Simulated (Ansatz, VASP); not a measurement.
One calculation of PbS, two programs

```xyz
2
Lattice="0.0000 2.5187 2.5187 2.5187 0.0000 2.5187 2.5187 2.5187 0.0000" Properties=species:S:1:pos:R:3 pbc="T T T"
Pb    0.0000    0.0000    0.0000
S     2.5187    2.5187    2.5187
```

Change from the starting cell: volume scaled by 0.64, PAW files.

Alike in both runs: task single point; functional LDA; k mesh 12 × 12 × 12; occupations fermi-dirac, width 0.08 eV; no spin polarisation.

```csv
,VASP,Ansatz
version,VASP 6.6.1,Ansatz 0.2.0
potentials or method,"VASP PAW LDA potentials, release 64 (Pb_d, S)","PAW with Ansatz's default frozen-core files, scalar-relativistic"
plane-wave cutoff (eV),520,420
valence electrons in the cell,20,20
```

Ansatz gave:

| Quantity | Value |
| --- | --- |
| pressure (GPa) | 72.3 |

Problem. What did VASP give for the same quantities?

Solution. Pressure (GPa): 72.6.

LDA's correlation is that of Perdew and Zunger in VASP and of Perdew and Wang (1992) in Ansatz. Both programs put the cell under a high pressure, so it lies far from rest at this level.

Neither program's run includes spin-orbit coupling. Noted on VASP's run: the cell as given lies far from equilibrium.
